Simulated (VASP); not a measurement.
# Si (Fmm2) in VASP: single point with LDA

Aim: the single point of Si with LDA.

Program: VASP 6.6.1. These are calculated values, not measurements. Logs are shortened: lines on timing, memory, paths and dates and some standing lists are left out, and cuts for length are marked.

## (1) The cell of the first run

The structure is orthorhombic, space group Fmm2 (No. 42). Conventional cell: a = 3.817 Å, b = 9.337 Å, c = 27.510 Å, α = 90.00°, β = 90.00°, γ = 90.00°. Within 3.1 Å of Si (site symmetry m) lie 4 Si at 2.33 to 2.36 Å. Within 2.9 Å of Si (site symmetry m) lie 4 Si at 2.19 to 2.36 Å. Si (site symmetry m) has 4 Si at 2.33 to 2.36 Å within 3.1 Å. Within 2.9 Å of Si (site symmetry mm2) lie 4 Si at 2.19 to 2.33 Å. Within 3.1 Å of Si (site symmetry mm2) lie 4 Si at 2.33 to 2.36 Å. Si (site symmetry mm2) has 4 Si at 2.33 to 2.36 Å within 3.1 Å. Within 3.1 Å of Si (site symmetry mm2) lie 4 Si at 2.33 to 2.36 Å. Within 3.1 Å of Si (site symmetry mm2) lie 4 Si at 2.33 to 2.36 Å.

## (2) Single point, LDA

INCAR reads:

```
  ALGO = Normal
  EDIFF = 1E-6
  ENCUT = 520
  ISIF = 2
  ISMEAR = 0
  ISYM = 0
  LASPH = T
  LCHARG = F
  LREAL = F
  LWAVE = F
  NBANDS = 36
  NELM = 100
  PREC = Accurate
  SIGMA = 0.03
```

KPOINTS reads:

```
k-points
0
Gamma
  9 7 3
```

POSCAR reads:

```
Si
1.0
    0.0000000000      0.0000000000     -3.8165079742
   -3.3010168595     -3.3010168595     -1.9082539871
   -9.7262738831      9.7262738831      1.9082539871
Si
12
Direct
    0.8479996791      0.6423091254      0.2787084836
    0.1873914029      0.6423091254      0.9574919312
    0.5176955410      0.6423091254      0.6181002074
    0.4903088045      0.3576908746      0.2787084836
    0.8297005283      0.3576908746      0.9574919312
    0.1600046664      0.3576908746      0.6181002074
    0.0601570412      0.0000000000      0.0607140823
    0.3995487650      0.0000000000      0.7394975299
    0.7298529031      0.0000000000      0.4001058061
    0.2781514424      0.0000000000      0.4967028849
    0.6084555805      0.0000000000      0.1573111611
    0.9478473043      0.0000000000      0.8360946087
```

Potentials or basis: VASP PAW LDA potentials, release 64 (Si).

Run with:

```bash
$ cat potpaw_LDA.64/Si/POTCAR > POTCAR
$ mpirun -np 1 vasp_std > vasp.out
```

OUTCAR:

```text
EDIFF = 1E-6
   ENCUT = 520
   ISIF = 2
   ISMEAR = 0
   ISYM = 0
   LASPH = T
   LREAL = F
   NELM = 100
   PREC = Accurate

 ion  position               nearest neighbor table
   1  0.848  0.642  0.279-   4 2.33   4 2.33   9 2.36  11 2.36
   2  0.187  0.642  0.957-   7 2.19   5 2.33   5 2.33  12 2.36
   3  0.518  0.642  0.618-   6 2.33   6 2.33  10 2.36   8 2.36
   4  0.490  0.358  0.279-   1 2.33   1 2.33  11 2.36   9 2.36
   5  0.830  0.358  0.957-   7 2.19   2 2.33   2 2.33  12 2.36
   6  0.160  0.358  0.618-   3 2.33   3 2.33  10 2.36   8 2.36
   7  0.060  0.000  0.061-   2 2.19   5 2.19  11 2.33  11 2.33  12 3.09
   8  0.400  0.000  0.739-  12 2.33  12 2.33   6 2.36   3 2.36
   9  0.730  0.000  0.400-  10 2.33  10 2.33   4 2.36   1 2.36
  10  0.278  0.000  0.497-   9 2.33   9 2.33   3 2.36   6 2.36
  11  0.608  0.000  0.157-   7 2.33   7 2.33   1 2.36   4 2.36
  12  0.948  0.000  0.836-   8 2.33   8 2.33   2 2.36   5 2.36   7 3.09

IMPORTANT INFORMATION: All symmetrisations will be switched off!
NOSYMM: (Re-)initialisation of all symmetry stuff for point group C_1.

----------------------------------------------------------------------------------------

                                     Primitive cell

  volume of cell :     245.0701

  direct lattice vectors                    reciprocal lattice vectors
     0.000000000  0.000000000 -3.816507974     0.050030665  0.101437813 -0.262019628
    -3.301016859 -3.301016859 -1.908253987    -0.151468478 -0.151468478  0.000000000
    -9.726273883  9.726273883  1.908253987    -0.051407148  0.051407148  0.000000000

  length of vectors
     3.816507974  5.043298315 13.886764943     0.285389178  0.214208776  0.072700686

  position of ions in fractional coordinates (direct lattice)
     0.847999679  0.642309125  0.278708484
     0.187391403  0.642309125  0.957491931
     0.517695541  0.642309125  0.618100207
     0.490308805  0.357690875  0.278708484
     0.829700528  0.357690875  0.957491931
     0.160004666  0.357690875  0.618100207
     0.060157041  0.000000000  0.060714082
     0.399548765  0.000000000  0.739497530
     0.729852903  0.000000000  0.400105806
     0.278151442  0.000000000  0.496702885
     0.608455580  0.000000000  0.157311161
     0.947847304  0.000000000  0.836094609

  ion indices of the primitive-cell ions
   primitive index   ion index
                 1           1
                 2           2
                 3           3
                 4           4
                 5           5
                 6           6
                 7           7
                 8           8
                 9           9
                10          10
                11          11
                12          12

----------------------------------------------------------------------------------------

 KPOINTS: k-points

Automatic generation of k-mesh.
 Grid dimensions read from file:
 generate k-points for:    9    7    3

 Generating k-lattice:

  Cartesian coordinates                     Fractional coordinates (reciprocal lattice)
     0.005558963  0.011270868 -0.029113292     0.111111111  0.000000000  0.000000000
    -0.021638354 -0.021638354  0.000000000     0.000000000  0.142857143  0.000000000
    -0.017135716  0.017135716  0.000000000     0.000000000  0.000000000  0.333333333

  Length of vectors
     0.031709909  0.030601254  0.024233562

  Shift w.r.t. Gamma in fractional coordinates (k-lattice)
     0.000000000  0.000000000  0.000000000

 -----------------------------------------------------------------------------
|                                                                             |
|           W    W    AA    RRRRR   N    N  II  N    N   GGGG   !!!           |
|           W    W   A  A   R    R  NN   N  II  NN   N  G    G  !!!           |
|           W    W  A    A  R    R  N N  N  II  N N  N  G       !!!           |
|           W WW W  AAAAAA  RRRRR   N  N N  II  N  N N  G  GGG   !            |
|           WW  WW  A    A  R   R   N   NN  II  N   NN  G    G                |
|           W    W  A    A  R    R  N    N  II  N    N   GGGG   !!!           |
|                                                                             |
|     Your reciprocal lattice and k-lattice belong to different lattice       |
|     classes:                                                                |
|                                                                             |
|        The reciprocal lattice is body-centered orthorhombic,                |
|        whereas your k-lattice is triclinic.                                 |
|                                                                             |
|     Results are often still useful ...                                      |
|                                                                             |
 -----------------------------------------------------------------------------

 WARNING: IBZKPT: internal override: KBLOWUP is changed to .FALSE.
      ... skipping the blow-up phase ...

 Subroutine IBZKPT returns following result:
 ===========================================

 Found     95 irreducible k-points:

 Following reciprocal coordinates:
            Coordinates               Weight
  0.000000  0.000000  0.000000      1.000000
  0.111111  0.000000 -0.000000      2.000000
  0.222222  0.000000 -0.000000      2.000000
  0.333333  0.000000  0.000000      2.000000
  0.444444  0.000000 -0.000000      2.000000
  0.000000  0.142857  0.000000      2.000000
[... 16 lines left out ...]
 -0.111111  0.285714  0.000000      2.000000
  0.000000  0.428571  0.000000      2.000000
 [... further k-points ...]
   k-points           NKPTS =     95   k-points in BZ     NKDIM =     95   number of bands    NBANDS=     36
   number of dos      NEDOS =    301   number of ions     NIONS =     12
   total plane-waves  NPLWV = 120960
   dimension x,y,z NGX =    28 NGY =   40 NGZ =  108
   dimension x,y,z NGXF=    56 NGYF=   80 NGZF=  216
   ions per type =              12
   NGX,Y,Z   is equivalent  to a cutoff of  12.20, 13.19, 12.93 a.u.
   NGXF,Y,Z  is equivalent  to a cutoff of  24.39, 26.37, 25.86 a.u.
 SYSTEM =  unknown system
   PREC   = accura    normal or accurate (medium, high low for compatibility)
   ISTART =      0    job   : 0-new  1-cont  2-samecut
   ICHARG =      2    charge: 1-file 2-atom 10-const
   ISPIN  =      1    spin polarized calculation?
   LNONCOLLINEAR =      F non collinear calculations
   LSORBIT =      F    spin-orbit coupling
   LASPH  =      T    aspherical Exc in radial PAW
   ENCUT  =  520.0 eV  38.22 Ry    6.18 a.u.   7.10  9.38 25.82*2*pi/ulx,y,z
   NELM   =    100;   NELMIN=  2; NELMDL= -5     # of ELM steps
   EDIFF  = 0.1E-05   stopping-criterion for ELM
   LREAL  =      F    real-space projection
   EDIFFG = 0.1E-04   stopping-criterion for IOM
   NSW    =      0    number of steps for IOM
   IBRION =     -1    ionic relax: 0-MD 1-quasi-New 2-CG
   NFREE  =      0    steps in history (QN), initial steepest desc. (CG)
   ISIF   =      2    stress and relaxation
   ISYM   =      0    0-nonsym 1-usesym 2-fastsym
   POTIM  = 0.5000    time-step for ionic-motion
   TEBEG  =    0.0;   TEEND  =   0.0 temperature during run
   PSTRESS=    0.0 pullay stress
   NELECT =      48.0000    total number of electrons
   NUPDOWN=      -1.0000    fix difference up-down
   EMIN   =  10.00;   EMAX   =-10.00  energy-range for DOS
   EFERMI =   0.00;   METHOD = LEGACY
   ISMEAR =     0;   SIGMA  =   0.03  broadening in eV -4-tet -1-fermi 0-gaus
   EFERMI_NEDOS =   21; number of points for ismear=-14 and -15
   IALGO  =     38    algorithm
   IMIX   =      4    mixing-type and parameters
     AMIX     =   0.40;   BMIX     =  1.00
     AMIX_MAG =   1.60;   BMIX_MAG =  1.00
  volume/ion in A,a.u.               =      20.42       137.82
  Fermi-wavevector in a.u.,A,eV,Ry     =   0.950733  1.796624 12.298207  0.903893
  Thomas-Fermi vector in A             =   2.079137
   LORBIT       =      0    0 simple, 1 ext, 2 COOP (PROOUT), +10 PAW based schemes
   GGA     = CA    functional components
   LHFCALC =     F    Hartree Fock is set to
   AEXX    =    0.0000 exact exchange contribution
   IVDW    =     0    specifies the selected vdW correction
   LEPSILON=     F    determine dielectric tensor
   LRPA    =     F    only Hartree local field effects (RPA)
 non-spin polarized calculation
 Gauss-broadening in eV      SIGMA  =   0.03
  energy-cutoff  :      520.00
  volume of cell :      245.07
 maximum number of plane-waves:      6626
   NGX = 15   NGY = 19   NGZ = 51

 number of electron      47.9999999 magnetization

 Free energy of the ion-electron system (eV)
  ---------------------------------------------------
  ext. energy  EPLUGINS =         0.00000000
  ---------------------------------------------------
  free energy    TOTEN  =       -69.81084990 eV

  energy without entropy =      -69.81084194  energy(sigma->0) =      -69.81084592

 E-fermi :   5.7896     XC(G=0):  -9.4539

 val. band max:        5.7259324228   @ k =   0.0000   0.4286   0.3333
 cond. band min:       5.8532492969   @ k =  -0.3333  -0.1429   0.3333
 fundamental gap:      0.1273168741
 Fermi energy:         5.7896061609

 k-point     1 :       0.0000    0.0000    0.0000
  band No.  band energies     occupation
      1      -6.6408      2.00000
      2      -6.0128      2.00000
      3      -5.8063      2.00000
      4      -3.8285      2.00000
      5      -3.6935      2.00000
      6      -2.0291      2.00000
[... 28 lines left out ...]
     35       8.0624      0.00000
     36       8.6661      0.00000

 k-point     2 :       0.1111    0.0000   -0.0000
  band No.  band energies     occupation
      1      -6.5203      2.00000
      2      -5.9106      2.00000
      3      -5.6727      2.00000
      4      -3.7833      2.00000
      5      -3.5154      2.00000
      6      -2.0191      2.00000
[... 28 lines left out ...]
     35       8.7672      0.00000
     36       8.8011      0.00000
[... 817 lines left out ...]
     35       9.3608      0.00000
     36       9.5837      0.00000

 k-point    24 :       0.0000    0.4286    0.0000
  band No.  band energies     occupation
      1      -5.7376      2.00000
      2      -5.0688      2.00000
      3      -4.8715      2.00000
      4      -4.4209      2.00000
      5      -4.1587      2.00000
      6      -4.0917      2.00000
[... 28 lines left out ...]
     35       9.7346      0.00000
     36       9.7489      0.00000

 [... further k-points ...]
[... 5 lines left out ...]
  --------------------------------------------------------------------------------------
  -------------------------------------------------------------------------------------
  Total        4.7984548      4.7987084      0.2236936     -0.0405445      0.0007355      0.0004959
  in kB       31.3705103     31.3721681      1.4624254     -0.2650647      0.0048087      0.0032421
  external PRESSURE =      21.4017012 kB  Pullay stress =       0.0000000 kB

 VOLUME and BASIS-vectors are now :
 -----------------------------------------------------------------------------
  energy-cutoff  :      520.00
  volume of cell :      245.07
      direct lattice vectors                 reciprocal lattice vectors
     0.000000000  0.000000000 -3.816507974     0.050030665  0.101437813 -0.262019628
    -3.301016859 -3.301016859 -1.908253987    -0.151468478 -0.151468478  0.000000000
    -9.726273883  9.726273883  1.908253987    -0.051407148  0.051407148  0.000000000

 POSITION                                       TOTAL-FORCE (eV/Angst)
 -----------------------------------------------------------------------------------
     -4.83107      0.59052     -3.93024         0.011544      0.002892      0.000080
    -11.43310      7.19256     -0.11373         1.813051      0.008234     -0.000012
     -8.13209      3.89154     -2.02199        -0.001266      0.008234      0.000034
     -3.89154      1.53005     -2.02199        -0.002902     -0.011542     -0.000071
    -10.49357      8.13209     -2.02199        -0.008234     -1.813038      0.000008
     -7.19256      4.83107     -0.11373        -0.008244      0.001276     -0.000048
     -0.59052      0.59052     -0.11373        -1.842107      1.842093     -0.000072
     -7.19256      7.19256     -0.11373         0.032793     -0.032809     -0.000086
     -3.89154      3.89154     -2.02199         0.012221     -0.012214     -0.000100
     -4.83107      4.83107     -0.11373         0.000528     -0.000510      0.000085
     -1.53005      1.53005     -2.02199        -0.175918      0.175916      0.000090
     -8.13209      8.13209     -2.02199         0.168533     -0.168532      0.000092
 -----------------------------------------------------------------------------------
    total drift:                               -0.000008     -0.000023      0.000041

  FREE ENERGIE OF THE ION-ELECTRON SYSTEM (eV)
  ---------------------------------------------------
  free  energy   TOTEN  =       -69.8108499043 eV

  energy  without entropy=      -69.8108419420  energy(sigma->0) =      -69.81084592
```

It took 15 min on 1 thread of Oxide Virtual Turin-like, shared host; peak memory 0.59 GiB.

Results:

* Free energy: -69.8108 eV
* Pressure: 2.1 GPa
* Largest force: 2.605 eV/Å
* Band gap on the k mesh: 0.13 eV

Forces on the atoms (eV/Å):
```
Si   0.012  0.003  0.000
Si   1.813  0.008  0.000
Si  -0.001  0.008  0.000
Si  -0.003 -0.012  0.000
Si  -0.008 -1.813  0.000
Si  -0.008  0.001  0.000
Si  -1.842  1.842  0.000
Si   0.033 -0.033  0.000
Si   0.012 -0.012  0.000
Si   0.001 -0.001  0.000
Si  -0.176  0.176  0.000
Si   0.169 -0.169  0.000
```

Stress tensor (GPa, compression positive):
```
 3.14 -0.03  0.00
-0.03  3.14  0.00
 0.00  0.00  0.15
```

Caveat: an odd mesh through Γ misses points on the zone boundary, where band edges can lie; forces of over 1 eV/Å act on the atoms, so gaps and moduli don't describe the material at rest.
